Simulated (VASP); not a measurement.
# BaS (P6_3/mmc) in VASP: settings compared, part 3 of 3

VASP 6.6.1. Earlier steps stand in the parts before.

### 5 Single point, r2SCAN (strain +5.8%)

POSCAR reads:

```
BaS
1.0
    5.6966946634      0.0000000000      0.0000000000
   -2.8483473317      4.9334822961      0.0000000000
    0.0000000000      0.0000000000      6.7567479128
Ba S
2 2
Direct
    0.3333333333      0.6666666667     -0.0625000000
    0.6666666667      0.3333333333      0.4375000000
    0.3333333333      0.6666666667      0.4375000000
    0.6666666667      0.3333333333      0.9375000000
```

INCAR.step1 reads:

```
SYSTEM = BaS
  PREC = Accurate
  ENCUT = 520
  ISMEAR = 0
  SIGMA = 0.01
  LREAL = .False.
  LASPH = .True.
  NELM = 60
  NBANDS = 24
  GGA = PE
  ALGO = Normal
  EDIFF = 1E-4
  LWAVE = .True.
  LCHARG = .False.
```

INCAR.step2 reads:

```
SYSTEM = BaS
  PREC = Accurate
  ENCUT = 520
  EDIFF = 1E-7
  ISMEAR = 0
  SIGMA = 0.01
  LREAL = .False.
  LASPH = .True.
  NELM = 60
  ALGO = Normal
  ISIF = 2
  LWAVE = .False.
  LCHARG = .False.
  METAGGA = R2SCAN
  LMIXTAU = .True.
  NBANDS = 24
  ISTART = 1
```

KPOINTS reads:

```
Automatic mesh
0
Gamma
  6 6 4
  0 0 0
```

Potentials or basis: VASP PAW PBE potentials, release 64 (Ba_sv, S).

Started as:

```sh
cat potpaw_PBE.64/Ba_sv/POTCAR potpaw_PBE.64/S/POTCAR > POTCAR
cp INCAR.step1 INCAR
mpirun -np 1 vasp_std > vasp.out
cp INCAR.step2 INCAR
mpirun -np 1 vasp_std > vasp.out
```

OUTCAR:

```text
SYSTEM = BaS
   PREC = Accurate
   ENCUT = 520
   EDIFF = 1E-7
   ISMEAR = 0
   LREAL = .False.
   LASPH = .True.
   NELM = 60
   ISIF = 2
   METAGGA = R2SCAN
   ISTART = 1

 ion  position               nearest neighbor table
   1  0.333  0.667  0.938-   4 3.29   4 3.29   4 3.29   3 3.38   3 3.38   2 4.71   2 4.71   2 4.71
                             2 4.71   2 4.71   2 4.71
   2  0.667  0.333  0.438-   3 3.29   3 3.29   3 3.29   4 3.38   4 3.38   1 4.71   1 4.71   1 4.71
                             1 4.71   1 4.71   1 4.71
   3  0.333  0.667  0.438-   2 3.29   2 3.29   2 3.29   1 3.38   1 3.38
   4  0.667  0.333  0.938-   1 3.29   1 3.29   1 3.29   2 3.38   2 3.38

  LATTYP: Found a hexagonal cell.
 ALAT       =     5.6966946634
 C/A-ratio  =     1.1860821603

  Lattice vectors:

 A1 = (   5.6966946634,   0.0000000000,   0.0000000000)
 A2 = (  -2.8483473317,   4.9334822961,   0.0000000000)
 A3 = (   0.0000000000,   0.0000000000,   6.7567479128)

Analysis of symmetry for initial positions (statically):
=====================================================================
 Subroutine PRICEL returns:
 Original cell was already a primitive cell.

 Routine SETGRP: Setting up the symmetry group for a
 hexagonal supercell.

 Subroutine GETGRP returns: Found 24 space group operations
 (whereof  6 operations were pure point group operations)
 out of a pool of 24 trial point group operations.

The static configuration has the point symmetry C_3v.
 The point group associated with its full space group is D_6h.

Analysis of symmetry for dynamics (positions and initial velocities):
=====================================================================
 Subroutine PRICEL returns:
 Original cell was already a primitive cell.

 Routine SETGRP: Setting up the symmetry group for a
 hexagonal supercell.

 Subroutine GETGRP returns: Found 24 space group operations
 (whereof  6 operations were pure point group operations)
 out of a pool of 24 trial point group operations.

The dynamic configuration has the point symmetry C_3v.
 The point group associated with its full space group is D_6h.

 Subroutine INISYM returns: Found 24 space group operations
 (whereof  6 operations are pure point group operations),
 and found     1 'primitive' translations

----------------------------------------------------------------------------------------

                                     Primitive cell

  volume of cell :     189.8953

  direct lattice vectors                    reciprocal lattice vectors
     5.696694663  0.000000000  0.000000000     0.175540389  0.101348291  0.000000000
    -2.848347332  4.933482296  0.000000000     0.000000000  0.202696582  0.000000000
     0.000000000  0.000000000  6.756747913     0.000000000  0.000000000  0.148000194

  length of vectors
     5.696694663  5.696694663  6.756747913     0.202696582  0.202696582  0.148000194

  position of ions in fractional coordinates (direct lattice)
     0.333333333  0.666666667  0.937500000
     0.666666667  0.333333333  0.437500000
     0.333333333  0.666666667  0.437500000
     0.666666667  0.333333333  0.937500000

  ion indices of the primitive-cell ions
[... 25 lines left out ...]
     0.000000000  0.000000000  0.000000000

 Subroutine IBZKPT returns following result:
 ===========================================

 Found     21 irreducible k-points:

 Following reciprocal coordinates:
            Coordinates               Weight
  0.000000  0.000000  0.000000      1.000000
  0.166667 -0.000000  0.000000      6.000000
  0.333333 -0.000000  0.000000      6.000000
  0.500000 -0.000000  0.000000      3.000000
  0.166667  0.166667  0.000000      6.000000
  0.333333  0.166667  0.000000     12.000000
[... 13 lines left out ...]
  0.333333  0.166667  0.500000     12.000000
  0.333333  0.333333  0.500000      2.000000
   k-points           NKPTS =     21   k-points in BZ     NKDIM =     21   number of bands    NBANDS=     24
   number of dos      NEDOS =    301   number of ions     NIONS =      4
   total plane-waves  NPLWV =  88200
   dimension x,y,z NGX =    42 NGY =   42 NGZ =   50
   dimension x,y,z NGXF=    84 NGYF=   84 NGZF=  100
   ions per type =               2   2
   NGX,Y,Z   is equivalent  to a cutoff of  12.26, 12.26, 12.30 a.u.
   NGXF,Y,Z  is equivalent  to a cutoff of  24.51, 24.51, 24.60 a.u.
 SYSTEM =  BaS
   PREC   = accura    normal or accurate (medium, high low for compatibility)
   ISTART =      1    job   : 0-new  1-cont  2-samecut
   ICHARG =      0    charge: 1-file 2-atom 10-const
   ISPIN  =      1    spin polarized calculation?
   LNONCOLLINEAR =      F non collinear calculations
   LSORBIT =      F    spin-orbit coupling
   LASPH  =      T    aspherical Exc in radial PAW
   ENCUT  =  520.0 eV  38.22 Ry    6.18 a.u.  10.59 10.59 12.56*2*pi/ulx,y,z
   NELM   =     60;   NELMIN=  2; NELMDL=  0     # of ELM steps
   EDIFF  = 0.1E-06   stopping-criterion for ELM
   LREAL  =      F    real-space projection
   EDIFFG = 0.1E-05   stopping-criterion for IOM
   NSW    =      0    number of steps for IOM
   IBRION =     -1    ionic relax: 0-MD 1-quasi-New 2-CG
   NFREE  =      0    steps in history (QN), initial steepest desc. (CG)
   ISIF   =      2    stress and relaxation
   ISYM   =      2    0-nonsym 1-usesym 2-fastsym
   POTIM  = 0.5000    time-step for ionic-motion
   TEBEG  =    0.0;   TEEND  =   0.0 temperature during run
   PSTRESS=    0.0 pullay stress
   NELECT =      32.0000    total number of electrons
   NUPDOWN=      -1.0000    fix difference up-down
   EMIN   =  10.00;   EMAX   =-10.00  energy-range for DOS
   EFERMI =   0.00;   METHOD = LEGACY
   ISMEAR =     0;   SIGMA  =   0.01  broadening in eV -4-tet -1-fermi 0-gaus
   EFERMI_NEDOS =   21; number of points for ismear=-14 and -15
   IALGO  =     38    algorithm
   IMIX   =      4    mixing-type and parameters
     AMIX     =   0.40;   BMIX     =  1.00
     AMIX_MAG =   1.60;   BMIX_MAG =  1.00
  volume/ion in A,a.u.               =      47.47       320.37
  Fermi-wavevector in a.u.,A,eV,Ry     =   0.904246  1.708778 11.124959  0.817661
  Thomas-Fermi vector in A             =   2.027670
   LORBIT       =      0    0 simple, 1 ext, 2 COOP (PROOUT), +10 PAW based schemes
   METAGGA = R2SCAN    functional components
   LHFCALC =     F    Hartree Fock is set to
   AEXX    =    0.0000 exact exchange contribution
   IVDW    =     0    specifies the selected vdW correction
   LEPSILON=     F    determine dielectric tensor
   LRPA    =     F    only Hartree local field effects (RPA)
 non-spin polarized calculation
 Gauss-broadening in eV      SIGMA  =   0.01
  energy-cutoff  :      520.00
  volume of cell :      189.90
 maximum number of plane-waves:      5161
   NGX = 21   NGY = 21   NGZ = 25

 number of electron      32.0000002 magnetization

 Free energy of the ion-electron system (eV)
  ---------------------------------------------------
  ext. energy  EPLUGINS =         0.00000000
  ---------------------------------------------------
  free energy    TOTEN  =       -77.48824769 eV

  energy without entropy =      -77.48824769  energy(sigma->0) =      -77.48824769

 E-fermi :  -0.3151     XC(G=0):  -7.3049

 val. band max:       -0.4267671204   @ k =   0.0000   0.0000   0.0000
 cond. band min:       2.3493893367   @ k =   0.0000   0.0000   0.0000
 fundamental gap:      2.7761564571
 Fermi energy:        -0.3150618242

 k-point     1 :       0.0000    0.0000    0.0000
  band No.  band energies     occupation
      1     -28.0364      2.00000
      2     -28.0138      2.00000
      3     -12.8770      2.00000
      4     -12.8181      2.00000
      5     -12.8181      2.00000
      6     -12.7368      2.00000
[... 556 lines left out ...]
     23       5.5861      0.00000
     24       5.5861      0.00000

------------------------ aborting loop because EDIFF is reached ----------------------------------------

  FORCE on cell =-STRESS in cart. coord.  units (eV):
  Direction    XX          YY          ZZ          XY          YZ          ZX
  --------------------------------------------------------------------------------------
  -------------------------------------------------------------------------------------
  Total       -4.3051200     -4.3051200     -5.0819145      0.0000000     -0.0000000      0.0000000
  in kB      -36.3229915    -36.3229915    -42.8769317      0.0000000     -0.0000000      0.0000000
  external PRESSURE =     -38.5076383 kB  Pullay stress =       0.0000000 kB

 VOLUME and BASIS-vectors are now :
 -----------------------------------------------------------------------------
  energy-cutoff  :      520.00
  volume of cell :      189.90
      direct lattice vectors                 reciprocal lattice vectors
     5.696694663  0.000000000  0.000000000     0.175540389  0.101348291  0.000000000
    -2.848347332  4.933482296  0.000000000     0.000000000  0.202696582  0.000000000
     0.000000000  0.000000000  6.756747913     0.000000000  0.000000000  0.148000194

 POSITION                                       TOTAL-FORCE (eV/Angst)
 -----------------------------------------------------------------------------------
     -0.00000      3.28899      6.33445        -0.000000      0.000000      0.000000
      2.84835      1.64449      2.95608         0.000000      0.000000      0.000000
     -0.00000      3.28899      2.95608        -0.000000      0.000000      0.000000
      2.84835      1.64449      6.33445         0.000000     -0.000000      0.000000
 -----------------------------------------------------------------------------------
    total drift:                               -0.000000      0.000000     -0.000029

  FREE ENERGIE OF THE ION-ELECTRON SYSTEM (eV)
  ---------------------------------------------------
  free  energy   TOTEN  =       -77.4882476870 eV

  energy  without entropy=      -77.4882476870  energy(sigma->0) =      -77.48824769
```

Run time: 13 min. Hardware: 1 thread of Intel Xeon 8259CL, shared host; peak memory 0.36 GiB.

What came out:

```yaml
Free_energy: -77.4882 eV
Pressure: -3.9 GPa
Band_gap_on_the_k_mesh: 2.78 eV
```

Caveat: the cell differs from its parent crystal (strain +5.8%); the cell stands under tension; the PAW data sets were made with another functional, which shifts forces and pressure a little; spin-orbit coupling is left out, which moves the levels of the heavy elements.

### 6 Summary

| level | cell | smearing | gap on the mesh (eV) | pressure (GPa) |
| --- | --- | --- | --- | --- |
| PBE | a = 5.382, b = 5.382, c = 6.754 Å, angles 90.0, 90.0, 120.0°, 4 atoms | fermi-dirac 0.02 eV | 2.60 | -1.2 |
| PBE | a = 5.697, b = 5.697, c = 6.757 Å, angles 90.0, 90.0, 120.0°, 4 atoms | fermi-dirac 0.02 eV | 2.43 | -3.6 |
| r2SCAN | a = 5.382, b = 5.382, c = 6.754 Å, angles 90.0, 90.0, 120.0°, 4 atoms | gaussian 0.01 eV | 2.94 | -1.3 |
| r2SCAN | a = 5.697, b = 5.697, c = 6.757 Å, angles 90.0, 90.0, 120.0°, 4 atoms | gaussian 0.01 eV | 2.78 | -3.9 |

Alike in all rows: task single point; potentials or basis VASP PAW PBE potentials, release 64 (Ba_sv, S); no spin polarisation; k mesh 6 × 6 × 4; cutoff (eV) 520.

Caveats: spin-orbit coupling is left out, which moves the levels of the heavy elements; the cell stands under tension (at least some runs); the PAW data sets were made with another functional, which shifts forces and pressure a little (at least some runs).

Total energies depend on the potentials used, so only differences within one code and one set of settings carry meaning.
